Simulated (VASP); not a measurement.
# InP (I4/mmm) in VASP: further runs, part 2 of 2

VASP 6.6.1. Earlier steps stand in the parts before.

**6. Single point, PBEsol**

This run uses another cell than the first one, of the same volume but with other edges.

Contents of INCAR:

```
SYSTEM = InP
PREC = Accurate
ENCUT = 520
EDIFF = 1E-6
ISMEAR = 0
SIGMA = 0.15
LREAL = .FALSE.
LASPH = .TRUE.
NELM = 60
ALGO = Normal
ISIF = 2
LWAVE = .FALSE.
LCHARG = .FALSE.
GGA = PS
NBANDS = 16
```

Contents of KPOINTS:

```
regular mesh
0
G
  6 6 6
  0 0 0
```

Contents of POSCAR:

```
InP
1.0
    0.0000000000      3.1015199451      2.4191855572
    3.1015199451      0.0000000000      2.4191855572
    3.1015199451      3.1015199451      0.0000000000
In P
1 1
Direct
    0.0000000000      0.0000000000      0.0000000000
    0.5000000000      0.5000000000      0.5000000000
```

Potentials or basis: VASP PAW PBE potentials, release 64 (In_d, P).

Launch:

```sh
cat potpaw_PBE.64/In_d/POTCAR potpaw_PBE.64/P/POTCAR > POTCAR
mpirun -np 1 vasp_std > vasp.out
```

OUTCAR:

```text
SYSTEM = InP
   PREC = Accurate
   ENCUT = 520
   EDIFF = 1E-6
   ISMEAR = 0
   LREAL = .FALSE.
   LASPH = .TRUE.
   NELM = 60
   ISIF = 2
   GGA = PS

 ion  position               nearest neighbor table
   1  0.000  0.000  0.000-   2 2.42   2 2.42   2 3.10   2 3.10   2 3.10   2 3.10
   2  0.500  0.500  0.500-   1 2.42   1 2.42   1 3.10   1 3.10   1 3.10   1 3.10

  LATTYP: Found a body centered tetragonal cell.
 ALAT       =     4.3862115703
 C/A-ratio  =     1.1030865787

  Lattice vectors:

 A1 = (   0.0000000000,  -3.1015199451,  -2.4191855572)
 A2 = (   0.0000000000,   3.1015199451,  -2.4191855572)
 A3 = (   3.1015199451,   0.0000000000,   2.4191855572)

Analysis of symmetry for initial positions (statically):
=====================================================================
 Subroutine PRICEL returns:
 Original cell was already a primitive cell.

 Routine SETGRP: Setting up the symmetry group for a
 body centered tetragonal supercell.

 Subroutine GETGRP returns: Found 16 space group operations
 (whereof 16 operations were pure point group operations)
 out of a pool of 16 trial point group operations.

The static configuration has the point symmetry D_4h.

[... 157 lines left out ...]
  free energy    TOTEN  =        -8.09415740 eV

  energy without entropy =       -8.08304370  energy(sigma->0) =       -8.08860055

 E-fermi :   5.8880     XC(G=0): -10.0613

 val. band max:        5.8698769380   @ k =  -0.1667   0.0000   0.1667
 cond. band min:       5.9552985568   @ k =   0.5000  -0.0000   0.0000
 fundamental gap:      0.0854216189
 Fermi energy:         5.8880362113

 k-point     1 :       0.0000    0.0000    0.0000
  band No.  band energies     occupation
      1      -8.7930      2.00000
      2      -8.4456      2.00000
      3      -8.4456      2.00000
      4      -8.3997      2.00000
      5      -8.3390      2.00000
      6      -5.5424      2.00000
[... 433 lines left out ...]
      3      -8.3878      2.00000
      4      -8.3474      2.00000
      5      -8.3315      2.00000
      6      -3.6989      2.00000
[... 8 lines left out ...]
     15      16.7277      0.00000
     16      17.8845      0.00000

 [... further k-points ...]
[... 5 lines left out ...]
  --------------------------------------------------------------------------------------
  -------------------------------------------------------------------------------------
  Total       -2.7502299     -2.7502299      5.2821966      0.0000000      0.0000000      0.0000000
  in kB      -94.6741122    -94.6741122    181.8347204      0.0000000      0.0000000      0.0000000
  external PRESSURE =      -2.5045013 kB  Pullay stress =       0.0000000 kB

 VOLUME and BASIS-vectors are now :
 -----------------------------------------------------------------------------
  energy-cutoff  :      520.00
  volume of cell :       46.54
      direct lattice vectors                 reciprocal lattice vectors
     0.000000000  3.101519945  2.419185557    -0.161211280  0.161211280  0.206681128
     3.101519945  0.000000000  2.419185557     0.161211280 -0.161211280  0.206681128
     3.101519945  3.101519945  0.000000000     0.161211280  0.161211280 -0.206681128

 POSITION                                       TOTAL-FORCE (eV/Angst)
 -----------------------------------------------------------------------------------
      0.00000      0.00000      0.00000        -0.000000      0.000000      0.000000
      3.10152      3.10152      2.41919         0.000000     -0.000000     -0.000000
 -----------------------------------------------------------------------------------
    total drift:                               -0.000000      0.000000      0.000000

  FREE ENERGIE OF THE ION-ELECTRON SYSTEM (eV)
  ---------------------------------------------------
  free  energy   TOTEN  =        -8.0941573956 eV

  energy  without entropy=       -8.0830436982  energy(sigma->0) =       -8.08860055
```

OSZICAR:

```text
N       E                     dE             d eps       ncg     rms          rms(c)
DAV:   1     0.109004265010E+03    0.10900E+03   -0.83918E+03   968   0.128E+03
DAV:   2    -0.150367239035E+01   -0.11051E+03   -0.10556E+03  1064   0.304E+02
DAV:   3    -0.827577156314E+01   -0.67721E+01   -0.67009E+01  1224   0.722E+01
DAV:   4    -0.845494055004E+01   -0.17917E+00   -0.17898E+00  1248   0.122E+01
DAV:   5    -0.846385199489E+01   -0.89114E-02   -0.89112E-02  1392   0.239E+00    0.504E+00
DAV:   6    -0.812085330544E+01    0.34300E+00   -0.62142E-01  1424   0.135E+01    0.281E+00
DAV:   7    -0.809736141513E+01    0.23492E-01   -0.12240E-01  1336   0.320E+00    0.106E+00
DAV:   8    -0.809430235329E+01    0.30591E-02   -0.11468E-02  1248   0.122E+00    0.287E-01
DAV:   9    -0.809416050502E+01    0.14185E-03   -0.88187E-04  1576   0.384E-01    0.130E-01
DAV:  10    -0.809415594682E+01    0.45582E-05   -0.70387E-05  1248   0.759E-02    0.636E-02
DAV:  11    -0.809415822661E+01   -0.22798E-05   -0.17777E-05  1304   0.419E-02    0.180E-02
DAV:  12    -0.809415739561E+01    0.83100E-06   -0.35025E-06  1256   0.173E-02
   1 F= -.80941574E+01 E0= -.80886005E+01  d E =-.111137E-01
```

Wall time 27 s (1 thread of AMD EPYC 7R13 (Zen 3), shared host); peak memory 0.15 GiB.

What came out:

- Free energy: -8.0942 eV
- Pressure: -0.3 GPa
- Band gap on the k mesh: zero (band 9 reaches 6.23 eV, above the bottom of band 10 at 3.07 eV)

Stress tensor (GPa, compression positive):
```
-9.47  0.00  0.00
 0.00 -9.47  0.00
 0.00  0.00 18.18
```

Levels at points of the mesh, in eV from the Fermi level:
| k point | band 7 | band 8 | band 9 | band 10 | band 11 | band 12 |
| --- | --- | --- | --- | --- | --- | --- |
| (0.00, 0.00, 0.00) | -1.93 | 0.30 | 0.34 | 0.34 | 5.95 | 5.95 |
| (0.50, 0.00, 0.00) | -6.51 | -0.31 | 0.07 | 1.57 | 2.39 | 5.68 |
| (0.50, 0.50, 0.00) | -4.57 | -2.99 | -2.81 | -2.81 | 3.26 | 8.50 |
| (0.50, 0.00, 0.50) | -4.58 | -3.14 | -1.50 | -0.43 | 4.64 | 6.26 |

Caveat: the PAW data sets were made with another functional, which shifts forces and pressure a little; spin-orbit coupling is left out, which moves the levels of the heavy elements.

**7. Overview**

```csv
cell,gap on the mesh (eV),pressure (GPa)
"a = 3.925, b = 3.925, c = 4.532 Å, angles 54.7, 54.7, 70.5°, 2 atoms",none,8.9
"a = 4.405, b = 4.405, c = 3.597 Å, angles 65.9, 65.9, 48.2°, 2 atoms",none,2.9
"a = 3.956, b = 3.956, c = 4.262 Å, angles 57.4, 57.4, 65.2°, 2 atoms",none,-4.8
"a = 4.197, b = 4.197, c = 3.800 Å, angles 63.1, 63.1, 53.8°, 2 atoms",none,-5.1
"a = 3.933, b = 3.933, c = 4.386 Å, angles 56.1, 56.1, 67.8°, 2 atoms",none,-0.3
```

Alike in all rows: task single point; level PBEsol; potentials or basis VASP PAW PBE potentials, release 64 (In_d, P); no spin polarisation; k mesh 6 × 6 × 6; cutoff (eV) 520; smearing gaussian 0.15 eV.

Caveats: the PAW data sets were made with another functional, which shifts forces and pressure a little; spin-orbit coupling is left out, which moves the levels of the heavy elements.

Total energies depend on the potentials used, so only differences within one code and one set of settings carry meaning.
